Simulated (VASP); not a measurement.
# N (P6_3/mmc) in VASP: single point with PBEsol

Aim: the single point of N with PBEsol.

All numbers are computed with VASP 6.6.1; they aren't measurements. Logs are shortened: lines on timing, memory, paths and dates and some standing lists are left out, and cuts for length are marked.

## (1) The cell of the first run

The structure is hexagonal, space group P6_3/mmc (No. 194). Conventional cell: a = 4.427 Å, b = 4.427 Å, c = 7.458 Å, α = 90.00°, β = 90.00°, γ = 120.00°. N (site symmetry 3m) has 1 N at 1.10 Å within 1.5 Å.

## (2) Single point, PBEsol

File INCAR:

```
SYSTEM = N
PREC = Accurate ; ENCUT = 520
EDIFF = 1E-6 ; ISMEAR = -1
SIGMA = 0.1 ; LREAL = .False.
LASPH = .True. ; NELM = 80
ALGO = Normal ; ISIF = 2
LWAVE = .False. ; LCHARG = .True.
GGA = PS ; LELF = .True.
LVHAR = .True. ; NBANDS = 18
```

File KPOINTS:

```
Automatic mesh
0
Gamma
  8 8 4
  0 0 0
```

File POSCAR:

```
N
1.0
    4.4267501606      0.0000000000      0.0000000000
   -2.2133750803      3.8336780953      0.0000000000
    0.0000000000      0.0000000000      7.4580818063
N
4
Direct
    0.3333333333      0.6666666667      0.3237483717
    0.3333333333      0.6666666667      0.1762516283
    0.6666666667      0.3333333333      0.8237483717
    0.6666666667      0.3333333333      0.6762516283
```

Potentials or basis: VASP PAW PBE potentials, release 64 (N).

On the command line:

```bash
cat potpaw_PBE.64/N/POTCAR > POTCAR
mpirun -np 1 vasp_std > vasp.out
```

OUTCAR:

```text
SYSTEM = N
   PREC = Accurate
   ENCUT = 520
   EDIFF = 1E-6
   ISMEAR = -1
   LREAL = .False.
   LASPH = .True.
   NELM = 80
   ISIF = 2
   GGA = PS

 ion  position               nearest neighbor table
   1  0.333  0.667  0.324-   2 1.10
   2  0.333  0.667  0.176-   1 1.10
   3  0.667  0.333  0.824-   4 1.10
   4  0.667  0.333  0.676-   3 1.10

  LATTYP: Found a hexagonal cell.
 ALAT       =     4.4267501606
 C/A-ratio  =     1.6847758594

  Lattice vectors:

 A1 = (   4.4267501606,   0.0000000000,   0.0000000000)
 A2 = (  -2.2133750803,   3.8336780953,   0.0000000000)
 A3 = (   0.0000000000,   0.0000000000,   7.4580818063)

Analysis of symmetry for initial positions (statically):
=====================================================================
 Subroutine PRICEL returns:
 Original cell was already a primitive cell.

 Routine SETGRP: Setting up the symmetry group for a
 hexagonal supercell.

 Subroutine GETGRP returns: Found 24 space group operations
 (whereof 12 operations were pure point group operations)
 out of a pool of 24 trial point group operations.

The static configuration has the point symmetry D_3d.
 The point group associated with its full space group is D_6h.

Analysis of symmetry for dynamics (positions and initial velocities):
=====================================================================
 Subroutine PRICEL returns:
 Original cell was already a primitive cell.

 Routine SETGRP: Setting up the symmetry group for a
 hexagonal supercell.

 Subroutine GETGRP returns: Found 24 space group operations
 (whereof 12 operations were pure point group operations)
 out of a pool of 24 trial point group operations.

The dynamic configuration has the point symmetry D_3d.
 The point group associated with its full space group is D_6h.

 Subroutine INISYM returns: Found 24 space group operations
 (whereof 12 operations are pure point group operations),
 and found     1 'primitive' translations

----------------------------------------------------------------------------------------

                                     Primitive cell

  volume of cell :     126.5691

  direct lattice vectors                    reciprocal lattice vectors
     4.426750161  0.000000000  0.000000000     0.225899354  0.130423053  0.000000000
    -2.213375080  3.833678095  0.000000000     0.000000000  0.260846105  0.000000000
     0.000000000  0.000000000  7.458081806     0.000000000  0.000000000  0.134082734

  length of vectors
     4.426750161  4.426750161  7.458081806     0.260846105  0.260846105  0.134082734

  position of ions in fractional coordinates (direct lattice)
     0.333333333  0.666666667  0.323748372
     0.333333333  0.666666667  0.176251628
     0.666666667  0.333333333  0.823748372
     0.666666667  0.333333333  0.676251628

  ion indices of the primitive-cell ions
   primitive index   ion index
                 1           1
                 2           2
                 3           3
                 4           4

----------------------------------------------------------------------------------------

 KPOINTS: Automatic mesh

Automatic generation of k-mesh.
 Grid dimensions read from file:
 generate k-points for:    8    8    4

 Generating k-lattice:

  Cartesian coordinates                     Fractional coordinates (reciprocal lattice)
     0.028237419  0.016302882  0.000000000     0.125000000  0.000000000  0.000000000
     0.000000000  0.032605763  0.000000000     0.000000000  0.125000000  0.000000000
     0.000000000  0.000000000  0.033520684     0.000000000  0.000000000  0.250000000

  Length of vectors
     0.032605763  0.032605763  0.033520684

  Shift w.r.t. Gamma in fractional coordinates (k-lattice)
     0.000000000  0.000000000  0.000000000

 Subroutine IBZKPT returns following result:
 ===========================================

 Found     30 irreducible k-points:

 Following reciprocal coordinates:
            Coordinates               Weight
  0.000000  0.000000  0.000000      1.000000
  0.125000 -0.000000  0.000000      6.000000
  0.250000 -0.000000  0.000000      6.000000
  0.375000  0.000000  0.000000      6.000000
  0.500000 -0.000000  0.000000      3.000000
  0.125000  0.125000  0.000000      6.000000
[... 16 lines left out ...]
  0.250000 -0.000000  0.500000      6.000000
  0.375000  0.000000  0.500000      6.000000
 [... further k-points ...]
   k-points           NKPTS =     30   k-points in BZ     NKDIM =     30   number of bands    NBANDS=     18
   number of dos      NEDOS =    301   number of ions     NIONS =      4
   total plane-waves  NPLWV =  72576
   dimension x,y,z NGX =    36 NGY =   36 NGZ =   56
   dimension x,y,z NGXF=    72 NGYF=   72 NGZF=  112
   ions per type =               4
   NGX,Y,Z   is equivalent  to a cutoff of  13.52, 13.52, 12.48 a.u.
   NGXF,Y,Z  is equivalent  to a cutoff of  27.04, 27.04, 24.97 a.u.
 SYSTEM =  N
   PREC   = accura    normal or accurate (medium, high low for compatibility)
   ISTART =      0    job   : 0-new  1-cont  2-samecut
   ICHARG =      2    charge: 1-file 2-atom 10-const
   ISPIN  =      1    spin polarized calculation?
   LNONCOLLINEAR =      F non collinear calculations
   LSORBIT =      F    spin-orbit coupling
   LASPH  =      T    aspherical Exc in radial PAW
   ENCUT  =  520.0 eV  38.22 Ry    6.18 a.u.   8.23  8.23 13.87*2*pi/ulx,y,z
   NELM   =     80;   NELMIN=  2; NELMDL= -5     # of ELM steps
   EDIFF  = 0.1E-05   stopping-criterion for ELM
   LREAL  =      F    real-space projection
   EDIFFG = 0.1E-04   stopping-criterion for IOM
   NSW    =      0    number of steps for IOM
   IBRION =     -1    ionic relax: 0-MD 1-quasi-New 2-CG
   NFREE  =      0    steps in history (QN), initial steepest desc. (CG)
   ISIF   =      2    stress and relaxation
   ISYM   =      2    0-nonsym 1-usesym 2-fastsym
   POTIM  = 0.5000    time-step for ionic-motion
   TEBEG  =    0.0;   TEEND  =   0.0 temperature during run
   PSTRESS=    0.0 pullay stress
   NELECT =      20.0000    total number of electrons
   NUPDOWN=      -1.0000    fix difference up-down
   EMIN   =  10.00;   EMAX   =-10.00  energy-range for DOS
   EFERMI =   0.00;   METHOD = LEGACY
   ISMEAR =    -1;   SIGMA  =   0.10  broadening in eV -4-tet -1-fermi 0-gaus
   EFERMI_NEDOS =   21; number of points for ismear=-14 and -15
   IALGO  =     38    algorithm
   IMIX   =      4    mixing-type and parameters
     AMIX     =   0.40;   BMIX     =  1.00
     AMIX_MAG =   1.60;   BMIX_MAG =  1.00
  volume/ion in A,a.u.               =      31.64       213.53
  Fermi-wavevector in a.u.,A,eV,Ry     =   0.885066  1.672532 10.658008  0.783341
  Thomas-Fermi vector in A             =   2.006050
   LORBIT       =      0    0 simple, 1 ext, 2 COOP (PROOUT), +10 PAW based schemes
   GGA     = PS    functional components
   LHFCALC =     F    Hartree Fock is set to
   AEXX    =    0.0000 exact exchange contribution
   IVDW    =     0    specifies the selected vdW correction
   LEPSILON=     F    determine dielectric tensor
   LRPA    =     F    only Hartree local field effects (RPA)
 non-spin polarized calculation
  energy-cutoff  :      520.00
  volume of cell :      126.57
 maximum number of plane-waves:      3450
 NGX is ok and might be reduce to    36
   NGX = 17   NGY = 17   NGZ = 27

 number of electron      20.0000001 magnetization

 Free energy of the ion-electron system (eV)
  ---------------------------------------------------
  ext. energy  EPLUGINS =         0.00000000
  ---------------------------------------------------
  free energy    TOTEN  =       -34.12570081 eV

  energy without entropy =      -34.12570081  energy(sigma->0) =      -34.12570081

 E-fermi :  -5.0671     XC(G=0):  -5.1794

 val. band max:       -7.3852175596   @ k =   0.0000   0.0000   0.0000
 cond. band min:       0.0212428656   @ k =   0.3750   0.2500   0.0000
 fundamental gap:      7.4064604252
 Fermi energy:        -5.0670675070

 k-point     1 :       0.0000    0.0000    0.0000
  band No.  band energies     occupation
      1     -25.8604      2.00000
      2     -25.8495      2.00000
      3     -11.1145      2.00000
      4     -10.6795      2.00000
      5      -9.1266      2.00000
      6      -9.1266      2.00000
[... 10 lines left out ...]
     17       4.5947      0.00000
     18       8.6418      0.00000

 k-point     2 :       0.1250   -0.0000    0.0000
  band No.  band energies     occupation
      1     -25.8590      2.00000
      2     -25.8489      2.00000
      3     -11.0950      2.00000
      4     -10.6894      2.00000
      5      -9.1512      2.00000
      6      -9.1355      2.00000
[... 10 lines left out ...]
     17       4.8308      0.00000
     18       7.6888      0.00000

 k-point     3 :       0.2500   -0.0000    0.0000
  band No.  band energies     occupation
      1     -25.8557      2.00000
      2     -25.8477      2.00000
      3     -11.0422      2.00000
      4     -10.7185      2.00000
      5      -9.2152      2.00000
      6      -9.1688      2.00000
[... 10 lines left out ...]
     17       5.4444      0.00000
     18       6.4412      0.00000

 k-point     4 :       0.3750    0.0000    0.0000
  band No.  band energies     occupation
      1     -25.8521      2.00000
      2     -25.8468      2.00000
      3     -10.9739      2.00000
      4     -10.7626      2.00000
      5      -9.2805      2.00000
      6      -9.2223      2.00000
[... 375 lines left out ...]
      4     -10.9121      2.00000
      5      -9.1227      2.00000
      6      -9.1227      2.00000
[... 10 lines left out ...]
     17       6.8430      0.00000
     18       6.8430      0.00000

 k-point    23 :       0.2500   -0.0000    0.5000
  band No.  band energies     occupation
      1     -25.8516      2.00000
      2     -25.8516      2.00000
      3     -10.8953      2.00000
      4     -10.8953      2.00000
      5      -9.1795      2.00000
      6      -9.1795      2.00000
[... 10 lines left out ...]
     17       6.8156      0.00000
     18       6.8156      0.00000

 k-point    24 :       0.3750    0.0000    0.5000
  band No.  band energies     occupation
      1     -25.8494      2.00000
      2     -25.8494      2.00000
      3     -10.8785      2.00000
      4     -10.8785      2.00000
      5      -9.2337      2.00000
      6      -9.2337      2.00000
[... 10 lines left out ...]
     17       5.7938      0.00000
     18       5.7938      0.00000

 [... further k-points ...]

------------------------ aborting loop because EDIFF is reached ----------------------------------------

  FORCE on cell =-STRESS in cart. coord.  units (eV):
  Direction    XX          YY          ZZ          XY          YZ          ZX
  --------------------------------------------------------------------------------------
  -------------------------------------------------------------------------------------
  Total       -0.0891092     -0.0891092      3.9204161      0.0000000     -0.0000000      0.0000000
  in kB       -1.1279902     -1.1279902     49.6266483      0.0000000     -0.0000000      0.0000000
  external PRESSURE =      15.7902226 kB  Pullay stress =       0.0000000 kB

 VOLUME and BASIS-vectors are now :
 -----------------------------------------------------------------------------
  energy-cutoff  :      520.00
  volume of cell :      126.57
      direct lattice vectors                 reciprocal lattice vectors
     4.426750161  0.000000000  0.000000000     0.225899354  0.130423053  0.000000000
    -2.213375080  3.833678095  0.000000000     0.000000000  0.260846105  0.000000000
     0.000000000  0.000000000  7.458081806     0.000000000  0.000000000  0.134082734

 POSITION                                       TOTAL-FORCE (eV/Angst)
 -----------------------------------------------------------------------------------
     -0.00000      2.55579      2.41454        -0.000000      0.000000      1.869815
     -0.00000      2.55579      1.31450        -0.000000     -0.000000     -1.869815
      2.21338      1.27789      6.14358         0.000000      0.000000      1.869815
      2.21338      1.27789      5.04354         0.000000      0.000000     -1.869815
 -----------------------------------------------------------------------------------
    total drift:                               -0.000000      0.000000      0.000000

  FREE ENERGIE OF THE ION-ELECTRON SYSTEM (eV)
  ---------------------------------------------------
  free  energy   TOTEN  =       -34.1257008127 eV

  energy  without entropy=      -34.1257008126  energy(sigma->0) =      -34.12570081
```

Run time: 39 s. Hardware: 1 thread of Intel Xeon Platinum 8488C (Sapphire Rapids), shared host; peak memory 0.25 GiB.

What came out:

```
Free energy            : -34.1257 eV
Pressure               : 1.6 GPa
Largest force          : 1.870 eV/Å
Band gap on the k mesh : 7.41 eV, indirect (least direct gap 7.59 eV)
```

Forces in eV/Å, atoms in the order of the input:
```
N    0.000  0.000  1.870
N    0.000  0.000 -1.870
N    0.000  0.000  1.870
N    0.000  0.000 -1.870
```

Stress tensor (GPa, compression positive):
```
-0.11  0.00  0.00
 0.00 -0.11  0.00
 0.00  0.00  4.96
```

Caveat: the standard files for N, O and F lose accuracy on very short bonds; the PAW data sets were made with another functional, which shifts forces and pressure a little. A k mesh can miss the band edges.
